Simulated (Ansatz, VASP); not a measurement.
# Ti in VASP and in Ansatz

```
CELL_PARAMETERS angstrom
0.00000 2.30662 1.56781
2.30662 0.00000 1.56781
2.30662 2.30662 0.00000
ATOMIC_POSITIONS crystal
Ti 0.00000 0.00000 0.00000
```

Alike in both runs: task single point; functional PBE; k mesh 20 × 20 × 20; occupations gaussian, width 0.15 eV; no spin polarisation.

```csv
,VASP,Ansatz
version,VASP 6.6.1,Ansatz 0.2.0
potentials or method,"VASP PAW PBE potentials, release 64 (Ti_sv), cutoff 520 eV","scalar-relativistic, plane waves, PAW"
valence electrons in the cell,12,12
```

|  | VASP | Ansatz | Ansatz less VASP |
| --- | --- | --- | --- |
| gap on the k mesh at the Fermi level (eV) | none | none | - |
| pressure (GPa) | 3.6 | 3.8 | +0.26 |
| traceless stress, the component that is largest in VASP (GPa) | -0.76 | -0.75 | +0.008 |

A gap of «none» marks a metal or a gap that the smearing closes. With one functional, cell and mesh, what is left measures potentials, basis and numerics.
